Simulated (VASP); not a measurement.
# TaC in VASP: a series of runs

TaC is run at these levels: PBE; tasks: single point.

All numbers are computed with VASP 6.6.1; they aren't measurements. Logs are shortened: lines on timing, memory, paths and dates and some standing lists are left out, and cuts for length are marked.

### Step 1. The cell of the first run

The cell holds a slab with vacuum, 10 atoms: a = 3.164 Å, b = 3.164 Å, c = 23.951 Å, α = 90.00°, β = 90.00°, γ = 90.00°.

### Step 2. Single point, PBE

The input, INCAR:

```
PREC     = Accurate       # precision mode
ENCUT    = 520            # plane-wave cutoff, eV
EDIFF    = 1E-6           # SCF threshold, eV
ISMEAR   = 0              # smearing method
SIGMA    = 0.1            # smearing width, eV
LREAL    = F              # projectors in reciprocal space
LASPH    = T              # aspherical terms in the spheres
NELM     = 100            # most SCF steps
ALGO     = Normal         # electronic algorithm
ISIF     = 2              # what is computed and relaxed
LWAVE    = F              # write WAVECAR
LCHARG   = F              # write CHGCAR
LDIPOL   = T            
IDIPOL   = 3            
DIPOL    = 0.5 0.5 0.500
GGA      = PE             # functional
NBANDS   = 48             # bands
```

The input, KPOINTS:

```
regular mesh
0
Gamma
  11 11 1
```

The input, POSCAR:

```
TaC
1.0
    3.1644852995      0.0000000000      0.0000000000
    0.0000000000      3.1644852995      0.0000000000
    0.0000000000      0.0000000000     23.9505160569
Ta C
5 5
Direct
    0.5000000000      0.5000000000      0.3131456534
    0.0000000000      0.0000000000      0.4065728267
    0.5000000000      0.5000000000      0.5000000000
    0.0000000000      0.0000000000      0.5934271733
    0.5000000000      0.5000000000      0.6868543466
    0.0000000000      0.0000000000      0.3131456534
    0.5000000000      0.5000000000      0.4065728267
    0.0000000000      0.0000000000      0.5000000000
    0.5000000000      0.5000000000      0.5934271733
    0.0000000000      0.0000000000      0.6868543466
```

Potentials or basis: VASP PAW PBE potentials, release 64 (Ta_pv, C).

Run with:

```sh
cat potpaw_PBE.64/Ta_pv/POTCAR potpaw_PBE.64/C/POTCAR > POTCAR
mpirun -np 1 vasp_std > vasp.out
```

OUTCAR:

```text
PREC = Accurate
   ENCUT = 520
   EDIFF = 1E-6
   ISMEAR = 0
   LREAL = F
   LASPH = T
   NELM = 100
   ISIF = 2
   GGA = PE

 ion  position               nearest neighbor table
   1  0.500  0.500  0.313-   6 2.24   6 2.24   6 2.24   6 2.24   7 2.24   2 3.16   2 3.16   2 3.16
                             2 3.16
   2  0.000  0.000  0.407-   7 2.24   7 2.24   7 2.24   7 2.24   8 2.24   6 2.24   3 3.16   3 3.16
                             1 3.16   3 3.16   1 3.16   1 3.16   3 3.16   1 3.16
   3  0.500  0.500  0.500-   8 2.24   8 2.24   8 2.24   8 2.24   9 2.24   7 2.24   4 3.16   4 3.16
                             2 3.16   4 3.16   2 3.16   2 3.16   4 3.16   2 3.16
   4  0.000  0.000  0.593-   9 2.24   9 2.24   9 2.24   9 2.24  10 2.24   8 2.24   5 3.16   5 3.16
                             3 3.16   5 3.16   3 3.16   3 3.16   5 3.16   3 3.16
   5  0.500  0.500  0.687-  10 2.24  10 2.24  10 2.24  10 2.24   9 2.24   4 3.16   4 3.16   4 3.16
                             4 3.16
   6  0.000  0.000  0.313-   1 2.24   1 2.24   1 2.24   1 2.24   2 2.24
   7  0.500  0.500  0.407-   2 2.24   2 2.24   2 2.24   2 2.24   3 2.24   1 2.24
   8  0.000  0.000  0.500-   3 2.24   3 2.24   3 2.24   3 2.24   4 2.24   2 2.24
   9  0.500  0.500  0.593-   4 2.24   4 2.24   4 2.24   4 2.24   5 2.24   3 2.24
  10  0.000  0.000  0.687-   5 2.24   5 2.24   5 2.24   5 2.24   4 2.24

  LATTYP: Found a simple tetragonal cell.
 ALAT       =     3.1644852995
 C/A-ratio  =     7.5685344662

  Lattice vectors:

 A1 = (   3.1644852995,   0.0000000000,   0.0000000000)
 A2 = (   0.0000000000,   3.1644852995,   0.0000000000)
 A3 = (   0.0000000000,   0.0000000000,  23.9505160569)

Analysis of symmetry for initial positions (statically):
=====================================================================
 Subroutine PRICEL returns:
 Original cell was already a primitive cell.

 Routine SETGRP: Setting up the symmetry group for a
 simple tetragonal supercell.

 Subroutine GETGRP returns: Found 16 space group operations
 (whereof 16 operations were pure point group operations)
 out of a pool of 16 trial point group operations.

The static configuration has the point symmetry D_4h.

Analysis of symmetry for dynamics (positions and initial velocities):
=====================================================================
 Subroutine PRICEL returns:
 Original cell was already a primitive cell.

 Routine SETGRP: Setting up the symmetry group for a
 simple tetragonal supercell.

 Subroutine GETGRP returns: Found 16 space group operations
 (whereof 16 operations were pure point group operations)
 out of a pool of 16 trial point group operations.

The dynamic configuration has the point symmetry D_4h.

 Subroutine INISYM returns: Found 16 space group operations
 (whereof 16 operations are pure point group operations),
 and found     1 'primitive' translations

----------------------------------------------------------------------------------------

                                     Primitive cell

  volume of cell :     239.8397

  direct lattice vectors                    reciprocal lattice vectors
     3.164485299  0.000000000  0.000000000     0.316007156  0.000000000  0.000000000
     0.000000000  3.164485299  0.000000000     0.000000000  0.316007156  0.000000000
     0.000000000  0.000000000 23.950516057     0.000000000  0.000000000  0.041752754

  length of vectors
     3.164485299  3.164485299 23.950516057     0.316007156  0.316007156  0.041752754

  position of ions in fractional coordinates (direct lattice)
     0.500000000  0.500000000  0.313145653
     0.000000000  0.000000000  0.406572827
     0.500000000  0.500000000  0.500000000
     0.000000000  0.000000000  0.593427173
     0.500000000  0.500000000  0.686854347
     0.000000000  0.000000000  0.313145653
     0.500000000  0.500000000  0.406572827
     0.000000000  0.000000000  0.500000000
     0.500000000  0.500000000  0.593427173
     0.000000000  0.000000000  0.686854347

  ion indices of the primitive-cell ions
   primitive index   ion index
                 1           1
                 2           2
                 3           3
                 4           4
                 5           5
                 6           6
                 7           7
                 8           8
                 9           9
                10          10

----------------------------------------------------------------------------------------

 KPOINTS: regular mesh

Automatic generation of k-mesh.
 Grid dimensions read from file:
 generate k-points for:   11   11    1

 Generating k-lattice:

  Cartesian coordinates                     Fractional coordinates (reciprocal lattice)
     0.028727923  0.000000000  0.000000000     0.090909091  0.000000000  0.000000000
     0.000000000  0.028727923  0.000000000     0.000000000  0.090909091  0.000000000
     0.000000000  0.000000000  0.041752754     0.000000000  0.000000000  1.000000000

  Length of vectors
     0.028727923  0.028727923  0.041752754

  Shift w.r.t. Gamma in fractional coordinates (k-lattice)
     0.000000000  0.000000000  0.000000000

 Subroutine IBZKPT returns following result:
 ===========================================

 Found     21 irreducible k-points:

 Following reciprocal coordinates:
            Coordinates               Weight
  0.000000  0.000000  0.000000      1.000000
  0.090909  0.000000  0.000000      4.000000
  0.181818  0.000000  0.000000      4.000000
  0.272727  0.000000  0.000000      4.000000
  0.363636  0.000000  0.000000      4.000000
  0.454545  0.000000  0.000000      4.000000
[... 13 lines left out ...]
  0.454545  0.363636  0.000000      8.000000
  0.454545  0.454545  0.000000      4.000000
   k-points           NKPTS =     21   k-points in BZ     NKDIM =     21   number of bands    NBANDS=     48
   number of dos      NEDOS =    301   number of ions     NIONS =     10
   total plane-waves  NPLWV = 103680
   dimension x,y,z NGX =    24 NGY =   24 NGZ =  180
   dimension x,y,z NGXF=    48 NGYF=   48 NGZF=  360
   ions per type =               5   5
   NGX,Y,Z   is equivalent  to a cutoff of  12.61, 12.61, 12.49 a.u.
   NGXF,Y,Z  is equivalent  to a cutoff of  25.22, 25.22, 24.99 a.u.
 SYSTEM =  unknown system
   PREC   = accura    normal or accurate (medium, high low for compatibility)
   ISTART =      0    job   : 0-new  1-cont  2-samecut
   ICHARG =      2    charge: 1-file 2-atom 10-const
   ISPIN  =      1    spin polarized calculation?
   LNONCOLLINEAR =      F non collinear calculations
   LSORBIT =      F    spin-orbit coupling
   LASPH  =      T    aspherical Exc in radial PAW
   ENCUT  =  520.0 eV  38.22 Ry    6.18 a.u.   5.88  5.88 44.53*2*pi/ulx,y,z
   NELM   =    100;   NELMIN=  2; NELMDL= -5     # of ELM steps
   EDIFF  = 0.1E-05   stopping-criterion for ELM
   LREAL  =      F    real-space projection
   EDIFFG = 0.1E-04   stopping-criterion for IOM
   NSW    =      0    number of steps for IOM
   IBRION =     -1    ionic relax: 0-MD 1-quasi-New 2-CG
   NFREE  =      0    steps in history (QN), initial steepest desc. (CG)
   ISIF   =      2    stress and relaxation
   ISYM   =      2    0-nonsym 1-usesym 2-fastsym
   POTIM  = 0.5000    time-step for ionic-motion
   TEBEG  =    0.0;   TEEND  =   0.0 temperature during run
   PSTRESS=    0.0 pullay stress
   NELECT =      75.0000    total number of electrons
   NUPDOWN=      -1.0000    fix difference up-down
   EMIN   =  10.00;   EMAX   =-10.00  energy-range for DOS
   EFERMI =   0.00;   METHOD = LEGACY
   ISMEAR =     0;   SIGMA  =   0.10  broadening in eV -4-tet -1-fermi 0-gaus
   EFERMI_NEDOS =   21; number of points for ismear=-14 and -15
   IALGO  =     38    algorithm
   IMIX   =      4    mixing-type and parameters
     AMIX     =   0.40;   BMIX     =  1.00
     AMIX_MAG =   1.60;   BMIX_MAG =  1.00
  volume/ion in A,a.u.               =      23.98       161.85
  Fermi-wavevector in a.u.,A,eV,Ry     =   1.111190  2.099844 16.799695  1.234743
  Thomas-Fermi vector in A             =   2.247750
   LORBIT       =      0    0 simple, 1 ext, 2 COOP (PROOUT), +10 PAW based schemes
   GGA     = PE    functional components
   LHFCALC =     F    Hartree Fock is set to
   AEXX    =    0.0000 exact exchange contribution
   IVDW    =     0    specifies the selected vdW correction
   LEPSILON=     F    determine dielectric tensor
   LRPA    =     F    only Hartree local field effects (RPA)
 non-spin polarized calculation
 Gauss-broadening in eV      SIGMA  =   0.10
  energy-cutoff  :      520.00
  volume of cell :      239.84
 maximum number of plane-waves:      6518
 NGX is ok and might be reduce to    24
   NGX = 11   NGY = 11   NGZ = 89

 dipolmoment           0.000000      0.000000      0.000000 electrons x Angstroem

 number of electron      74.9999988 magnetization

 dipolmoment           0.000000      0.000000     -0.000000 electrons x Angstroem

 Free energy of the ion-electron system (eV)
  ---------------------------------------------------
  ext. energy  EPLUGINS =         0.00000000
  ---------------------------------------------------
  free energy    TOTEN  =      -108.61607145 eV

  energy without entropy =     -108.60008555  energy(sigma->0) =     -108.60807850

 E-fermi :   2.1064     XC(G=0):  -6.9953

 val. band max:        2.0525052794   @ k =   0.2727   0.0000   0.0000
 cond. band min:       2.1381863800   @ k =   0.0909   0.0909   0.0000
 fundamental gap:      0.0856811006
 Fermi energy:         2.1063519420

 k-point     1 :       0.0000    0.0000    0.0000
  band No.  band energies     occupation
      1     -33.6118      2.00000
      2     -33.5187      2.00000
      3     -33.4289      2.00000
      4     -33.2509      2.00000
      5     -33.2509      2.00000
      6     -33.1854      2.00000
[... 40 lines left out ...]
     47       3.4512      0.00000
     48       3.6391      0.00000
[... 1018 lines left out ...]
     47       5.7594      0.00000
     48       5.8276      0.00000

------------------------ aborting loop because EDIFF is reached ----------------------------------------

 vacuum level on the upper side and lower side of the slab       (xc-potential included)        -0.232        -0.232

  FORCE on cell =-STRESS in cart. coord.  units (eV):
  Direction    XX          YY          ZZ          XY          YZ          ZX
  --------------------------------------------------------------------------------------
  -------------------------------------------------------------------------------------
  Total       -6.0345831     -6.0345831     -4.7785261      0.0000000      0.0000000      0.0000000
  in kB      -40.3122293    -40.3122293    -31.9215157      0.0000000      0.0000000      0.0000000
  external PRESSURE =     -37.5153248 kB  Pullay stress =       0.0000000 kB

 VOLUME and BASIS-vectors are now :
 -----------------------------------------------------------------------------
  energy-cutoff  :      520.00
  volume of cell :      239.84
      direct lattice vectors                 reciprocal lattice vectors
     3.164485299  0.000000000  0.000000000     0.316007156  0.000000000  0.000000000
     0.000000000  3.164485299  0.000000000     0.000000000  0.316007156  0.000000000
     0.000000000  0.000000000 23.950516057     0.000000000  0.000000000  0.041752754

 POSITION                                       TOTAL-FORCE (eV/Angst)
 -----------------------------------------------------------------------------------
      1.58224      1.58224      7.50000         0.000000     -0.000000      2.542365
      0.00000      0.00000      9.73763         0.000000      0.000000     -0.174803
      1.58224      1.58224     11.97526         0.000000      0.000000      0.000000
      0.00000      0.00000     14.21289         0.000000      0.000000      0.174803
      1.58224      1.58224     16.45052        -0.000000      0.000000     -2.542365
      0.00000      0.00000      7.50000         0.000000      0.000000     -1.435483
      1.58224      1.58224      9.73763         0.000000     -0.000000     -0.982404
      0.00000      0.00000     11.97526         0.000000      0.000000      0.000000
      1.58224      1.58224     14.21289         0.000000      0.000000      0.982404
      0.00000      0.00000     16.45052         0.000000      0.000000      1.435483
 -----------------------------------------------------------------------------------
    total drift:                                0.000000     -0.000000     -0.000000

  FREE ENERGIE OF THE ION-ELECTRON SYSTEM (eV)
  ---------------------------------------------------
  free  energy   TOTEN  =      -108.6160714499 eV

  energy  without entropy=     -108.6000855486  energy(sigma->0) =     -108.60807850

 vacuum level on the upper side and lower side of the slab         5.260         5.260
```

Wall time 4 min (1 thread of Intel Xeon Platinum 8488C (Sapphire Rapids), shared host); peak memory 0.41 GiB.

What came out:

| Item | Value |
| --- | --- |
| Free energy | -108.6161 eV |
| Largest force | 2.542 eV/Å |
| Band gap on the k mesh | zero (an odd number of electrons rules out a gap without spin polarisation) |

Forces in eV/Å, atoms in the order of the input:
```
Ta   0.000  0.000  2.542
Ta   0.000  0.000 -0.175
Ta   0.000  0.000  0.000
Ta   0.000  0.000  0.175
Ta   0.000  0.000 -2.542
C    0.000  0.000 -1.435
C    0.000  0.000 -0.982
C    0.000  0.000  0.000
C    0.000  0.000  0.982
C    0.000  0.000  1.435
```

Levels at points of the mesh, in eV from the Fermi level:
| k point | band 33 | band 34 | band 35 | band 36 | band 37 | band 38 | band 39 | band 40 | band 41 | band 42 |
| --- | --- | --- | --- | --- | --- | --- | --- | --- | --- | --- |
| (0.00, 0.00, 0.00) | -2.08 | -1.92 | -1.92 | -1.64 | -1.64 | -1.53 | -0.45 | -0.45 | -0.15 | 0.20 |

Caveat: spin-orbit coupling is left out, which moves the levels of the heavy elements.

### Step 3. Single point, PBE

The input, INCAR:

```
PREC = Accurate ; ENCUT = 520
EDIFF = 1E-7 ; ISMEAR = 0
SIGMA = 0.1 ; LREAL = F
LASPH = T ; NELM = 60
ALGO = Normal ; ISIF = 2
LWAVE = F ; LCHARG = T
LDIPOL = T ; IDIPOL = 3
DIPOL = 0.5 0.5 0.500 ; GGA = PE
LELF = T ; LVHAR = T
LVACPOTAV = T ; NBANDS = 48
```

The input, KPOINTS:

```
Automatic mesh
0
Gamma
  11 11 1
```

The input, POSCAR:

```
TaC
1.0
    3.1644852995      0.0000000000      0.0000000000
    0.0000000000      3.1644852995      0.0000000000
    0.0000000000      0.0000000000     23.9505160569
Ta C
5 5
Direct
    0.5000000000      0.5000000000      0.3184108845
    0.0000000000      0.0000000000      0.4067224601
    0.5000000000      0.5000000000      0.4999999985
    0.0000000000      0.0000000000      0.5932775391
    0.5000000000      0.5000000000      0.6815891170
    0.0000000000      0.0000000000      0.3099089852
    0.5000000000      0.5000000000      0.4064959368
    0.0000000000      0.0000000000      0.5000000002
    0.5000000000      0.5000000000      0.5935040614
    0.0000000000      0.0000000000      0.6900910172
```

Potentials or basis: VASP PAW PBE potentials, release 64 (Ta_pv, C).

Run with:

```sh
cat potpaw_PBE.64/Ta_pv/POTCAR potpaw_PBE.64/C/POTCAR > POTCAR
mpirun -np 1 vasp_std > vasp.out
```

OUTCAR:

```text
PREC = Accurate
   ENCUT = 520
   EDIFF = 1E-7
   ISMEAR = 0
   LREAL = F
   LASPH = T
   NELM = 60
   ISIF = 2
   GGA = PE

 ion  position               nearest neighbor table
   1  0.500  0.500  0.318-   7 2.11   6 2.25   6 2.25   6 2.25   6 2.25   2 3.08   2 3.08   2 3.08
                             2 3.08
   2  0.000  0.000  0.407-   8 2.23   7 2.24   7 2.24   7 2.24   7 2.24   6 2.32   1 3.08   1 3.08
                             1 3.08   1 3.08   3 3.16   3 3.16   3 3.16   3 3.16
   3  0.500  0.500  0.500-   8 2.24   8 2.24   8 2.24   8 2.24   7 2.24   9 2.24   2 3.16   2 3.16
                             2 3.16   2 3.16   4 3.16   4 3.16   4 3.16   4 3.16
   4  0.000  0.000  0.593-   8 2.23   9 2.24   9 2.24   9 2.24   9 2.24  10 2.32   5 3.08   5 3.08
                             5 3.08   5 3.08   3 3.16   3 3.16   3 3.16   3 3.16
[... 1299 lines left out ...]
  energy-cutoff  :      520.00
  volume of cell :      239.84
      direct lattice vectors                 reciprocal lattice vectors
     3.164485299  0.000000000  0.000000000     0.316007156  0.000000000  0.000000000
     0.000000000  3.164485299  0.000000000     0.000000000  0.316007156  0.000000000
     0.000000000  0.000000000 23.950516057     0.000000000  0.000000000  0.041752754

 POSITION                                       TOTAL-FORCE (eV/Angst)
 -----------------------------------------------------------------------------------
      1.58224      1.58224      7.62611        -0.000000      0.000000     -0.022004
      0.00000      0.00000      9.74121        -0.000000      0.000000     -0.002803
      1.58224      1.58224     11.97526        -0.000000      0.000000      0.000000
      0.00000      0.00000     14.20930        -0.000000     -0.000000      0.002803
      1.58224      1.58224     16.32441        -0.000000     -0.000000      0.022004
      0.00000      0.00000      7.42248         0.000000     -0.000000     -0.013191
      1.58224      1.58224      9.73579         0.000000      0.000000     -0.012160
      0.00000      0.00000     11.97526        -0.000000      0.000000      0.000000
      1.58224      1.58224     14.21473        -0.000000     -0.000000      0.012160
      0.00000      0.00000     16.52804        -0.000000     -0.000000      0.013191
 -----------------------------------------------------------------------------------
    total drift:                                0.000000     -0.000000      0.000008

  FREE ENERGIE OF THE ION-ELECTRON SYSTEM (eV)
  ---------------------------------------------------
  free  energy   TOTEN  =      -109.0918967453 eV

  energy  without entropy=     -109.0830244125  energy(sigma->0) =     -109.08746058

 vacuum level on the upper side and lower side of the slab         5.508         5.508
```

OSZICAR:

```text
N       E                     dE             d eps       ncg     rms          rms(c)
DAV:   1     0.661653986058E+03    0.66165E+03   -0.41019E+04  2296   0.143E+03
DAV:   2    -0.840425188255E+02   -0.74570E+03   -0.72944E+03  2408   0.398E+02
DAV:   3    -0.125936925162E+03   -0.41894E+02   -0.41059E+02  2592   0.861E+01
[... 18 lines left out ...]
DAV:  22    -0.109091886895E+03   -0.24105E-04   -0.28434E-06  2064   0.355E-03    0.586E-04
DAV:  23    -0.109091894357E+03   -0.74620E-05   -0.85404E-07  1928   0.153E-03    0.333E-04
DAV:  24    -0.109091896249E+03   -0.18926E-05   -0.15153E-07  1856   0.938E-04    0.127E-04
DAV:  25    -0.109091896675E+03   -0.42545E-06   -0.25879E-08  1696   0.384E-04    0.555E-05
DAV:  26    -0.109091896745E+03   -0.70356E-07   -0.30152E-09  1560   0.191E-04
   1 F= -.10909190E+03 E0= -.10908746E+03  d E =-.887233E-02
```

It took 4.2 min on 1 thread of Intel Xeon Platinum 8488C (Sapphire Rapids), shared host; peak memory 0.42 GiB.

Results:

| Item | Value |
| --- | --- |
| Free energy | -109.0919 eV |
| Largest force | 0.022 eV/Å |
| Band gap on the k mesh | zero (an odd number of electrons rules out a gap without spin polarisation) |

Forces on the atoms (eV/Å):
```
Ta   0.000  0.000 -0.022
Ta   0.000  0.000 -0.003
Ta   0.000  0.000  0.000
Ta   0.000  0.000  0.003
Ta   0.000  0.000  0.022
C    0.000  0.000 -0.013
C    0.000  0.000 -0.012
C    0.000  0.000  0.000
C    0.000  0.000  0.012
C    0.000  0.000  0.013
```

Levels at points of the mesh, in eV from the Fermi level:
```
           k point  band 35  band 36  band 37  band 38  band 39  band 40
(0.00, 0.00, 0.00)    -1.82    -1.30    -1.27    -1.27    -0.48    -0.48
```

Caveat: spin-orbit coupling is left out, which moves the levels of the heavy elements.

(Part 1 of 2 ends here.)
